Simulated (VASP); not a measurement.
The system is AgCl.

```xyz
2
Lattice="3.3956 0.0615 0.0000 0.0615 3.3956 0.0000 0.0000 0.0000 3.3956" Properties=species:S:1:pos:R:3 pbc="T T T"
Ag    0.0000    0.0000    0.0000
Cl    1.7285    1.7285    1.6978
```

This cell differs from its parent crystal: shear xy strain +3.6%.

Base run:

- Program: VASP 6.6.1
- Functional: r2SCAN
- Potentials or basis: VASP PAW PBE potentials, release 64 (Ag, Cl)
- Cutoff: 520 eV
- k mesh: 8 × 8 × 8
- Occupations: gaussian, width 0.01 eV
- Spin: no spin polarisation

Its results: band gap on the k mesh 1.07 eV (least direct gap 2.79 eV); pressure -0.1 GPa.

**Question.** The run is repeated on the same cell with these changes: functional from r2SCAN to PBE; occupations from gaussian, width 0.01 eV to fermi-dirac, width 0.02 eV. What comes out?

**Answer.** Band gap on the k mesh 0.47 eV (least direct gap 2.12 eV); pressure 1.5 GPa.

Caveats: the PAW data sets were made with another functional, which shifts forces and pressure a little (at least some runs).

A k mesh can miss the band edges.
